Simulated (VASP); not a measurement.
# ZnSe (F-43m) in VASP: notebook, part 2 of 2

VASP 6.6.1. Earlier steps stand in the parts before.

## Step 4: Single point, HF

This run uses another cell than the first one, of 22.76 Å³/atom.

File POSCAR:

```
ZnSe
1.0
    0.0000000000      2.8338000000      2.8338000000
    2.8338000000      0.0000000000      2.8338000000
    2.8338000000      2.8338000000      0.0000000000
Se Zn
1 1
Direct
    0.7500000000      0.7500000000      0.7500000000
    0.0000000000      0.0000000000      0.0000000000
```

File INCAR.step1:

```
PREC = Accurate ; ENCUT = 520
EDIFF = 1E-5 ; ISMEAR = -1
SIGMA = 0.05 ; LREAL = F
LASPH = T ; NELM = 100
ALGO = Normal ; ISIF = 2
LWAVE = T ; NBANDS = 16
GGA = PE
```

File INCAR.step2:

```
PREC = Accurate ; ENCUT = 520
EDIFF = 1E-7 ; ISMEAR = -1
SIGMA = 0.05 ; LREAL = F
LASPH = T ; NELM = 100
ALGO = Normal ; ISIF = 2
LWAVE = F ; LCHARG = T
GGA = PE ; LHFCALC = T
AEXX = 1.0 ; ALDAC = 0.0
AGGAC = 0.0 ; PRECFOCK = Normal
LELF = T ; LVHAR = T
NBANDS = 16 ; ISTART = 1
```

File KPOINTS:

```
Automatic mesh
0
Gamma
  4 4 4
```

Potentials or basis: VASP PAW PBE potentials, release 64 (Se, Zn).

Command:

```bash
> cat potpaw_PBE.64/Se/POTCAR potpaw_PBE.64/Zn/POTCAR > POTCAR
> cp INCAR.step1 INCAR
> mpirun -np 1 vasp_std > vasp.out
> cp INCAR.step2 INCAR
> mpirun -np 1 vasp_std > vasp.out
```

OUTCAR:

```text
PREC = Accurate
   ENCUT = 520
   EDIFF = 1E-7
   ISMEAR = -1
   LREAL = F
   LASPH = T
   NELM = 100
   ISIF = 2
   GGA = PE
   LHFCALC = T
   AEXX = 1.0
   PRECFOCK = Normal
   ISTART = 1

 ion  position               nearest neighbor table
   1  0.750  0.750  0.750-   2 2.45   2 2.45   2 2.45   2 2.45
   2  0.000  0.000  0.000-   1 2.45   1 2.45   1 2.45   1 2.45

  LATTYP: Found a face centered cubic cell.
 ALAT       =     5.6676000000

  Lattice vectors:

 A1 = (   0.0000000000,   2.8338000000,   2.8338000000)
 A2 = (   2.8338000000,   0.0000000000,   2.8338000000)
 A3 = (   2.8338000000,   2.8338000000,   0.0000000000)

Analysis of symmetry for initial positions (statically):
=====================================================================
 Subroutine PRICEL returns:
 Original cell was already a primitive cell.

 Routine SETGRP: Setting up the symmetry group for a
 face centered cubic supercell.

 Subroutine GETGRP returns: Found 24 space group operations
 (whereof 24 operations were pure point group operations)
 out of a pool of 48 trial point group operations.

The static configuration has the point symmetry T_d .

[... 148 lines left out ...]

  energy without entropy =      -12.53335811  energy(sigma->0) =      -12.53335811

 E-fermi :  -0.1952     XC(G=0):   0.0000

 val. band max:       -1.3553643364   @ k =   0.0000   0.0000   0.0000
 cond. band min:       7.8602416049   @ k =   0.0000   0.0000   0.0000
 fundamental gap:      9.2156059413
 Fermi energy:        -0.1952396500

 k-point     1 :       0.0000    0.0000    0.0000
  band No.  band energies     occupation
      1     -19.0367      2.00000
      2     -14.7830      2.00000
      3     -14.7830      2.00000
      4     -14.7830      2.00000
      5     -14.4948      2.00000
      6     -14.4948      2.00000
[... 129 lines left out ...]
      3     -14.6469      2.00000
      4     -14.5360      2.00000
      5     -14.4949      2.00000
      6     -13.8931      2.00000
[... 8 lines left out ...]
     15      21.4687      0.00000
     16      21.7685      0.00000

------------------------ aborting loop because EDIFF is reached ----------------------------------------

  FORCE on cell =-STRESS in cart. coord.  units (eV):
  Direction    XX          YY          ZZ          XY          YZ          ZX
  --------------------------------------------------------------------------------------
  -------------------------------------------------------------------------------------
  Total        1.8511909      1.8511909      1.8511909      0.0000000     -0.0000000     -0.0000000
  in kB       65.1664723     65.1664723     65.1664723      0.0000000     -0.0000000     -0.0000000
  external PRESSURE =      65.1664723 kB  Pullay stress =       0.0000000 kB

 VOLUME and BASIS-vectors are now :
 -----------------------------------------------------------------------------
  energy-cutoff  :      520.00
  volume of cell :       45.51
      direct lattice vectors                 reciprocal lattice vectors
     0.000000000  2.833800000  2.833800000    -0.176441527  0.176441527  0.176441527
     2.833800000  0.000000000  2.833800000     0.176441527 -0.176441527  0.176441527
     2.833800000  2.833800000  0.000000000     0.176441527  0.176441527 -0.176441527

 POSITION                                       TOTAL-FORCE (eV/Angst)
 -----------------------------------------------------------------------------------
      4.25070      4.25070      4.25070         0.000000      0.000000      0.000000
      0.00000      0.00000      0.00000        -0.000000     -0.000000     -0.000000
 -----------------------------------------------------------------------------------
    total drift:                               -0.000027     -0.000032     -0.000018

  FREE ENERGIE OF THE ION-ELECTRON SYSTEM (eV)
  ---------------------------------------------------
  free  energy   TOTEN  =       -12.5333581126 eV

  energy  without entropy=      -12.5333581126  energy(sigma->0) =      -12.53335811
```

OUTCAR.step1:

```text
PREC = Accurate
   ENCUT = 520
   EDIFF = 1E-5
   ISMEAR = -1
   LREAL = F
[... 355 lines left out ...]
      4.25070      4.25070      4.25070        -0.000000     -0.000000     -0.000000
      0.00000      0.00000      0.00000         0.000000      0.000000      0.000000
 -----------------------------------------------------------------------------------
    total drift:                                0.000001      0.000001      0.000001

  FREE ENERGIE OF THE ION-ELECTRON SYSTEM (eV)
  ---------------------------------------------------
  free  energy   TOTEN  =        -5.9531301882 eV

  energy  without entropy=       -5.9531299766  energy(sigma->0) =       -5.95313008
```

It took 5.5 min on 1 thread of Intel Xeon Platinum 8559C (Emerald Rapids), shared host; peak memory 0.18 GiB.

What came out:

```yaml
Free_energy: -12.5334 eV
Pressure: 6.5 GPa
Band_gap_on_the_k_mesh: 9.22 eV
```

Levels at points of the mesh, in eV from the valence-band top:
```csv
k point,band 6,band 7,band 8,band 9,band 10,band 11,band 12,band 13
"(0.00, 0.00, 0.00)",-13.14,0.00,0.00,0.00,9.22,13.73,13.73,13.73
"(0.50, 0.00, 0.00)",-12.79,-6.38,-1.02,-1.02,10.37,14.14,14.14,16.41
"(0.50, 0.50, 0.00)",-12.63,-5.95,-2.64,-2.64,9.83,10.96,19.82,20.70
```

Caveat: the k points lie up to 0.48 Å⁻¹ apart; the PAW data sets were made with another functional, which shifts forces and pressure a little.

## Step 5: Overview

| level | cell | share of exact exchange | screening parameter | gap on the mesh (eV) | pressure (GPa) |
| --- | --- | --- | --- | --- | --- |
| PBEsol-based screened hybrid with 25 % exact exchange | a = 3.990 Å, angles 60.0°, 2 atoms | 0.25 | 0.207 1/Å | 2.35 | 0.0 |
| r2SCAN50 | a = 4.008 Å, angles 60.0°, 2 atoms | 0.5 | - | 5.14 | -0.6 |
| HF | a = 4.008 Å, angles 60.0°, 2 atoms | 1 | - | 9.22 | 6.5 |

Alike in all rows: task single point; potentials or basis VASP PAW PBE potentials, release 64 (Se, Zn); no spin polarisation; k mesh 4 × 4 × 4; cutoff (eV) 520; smearing fermi-dirac 0.05 eV.

Caveats: all runs use coarse meshes; the PAW data sets were made with another functional, which shifts forces and pressure a little.

Absolute energies hang on the potentials; compare differences alone.
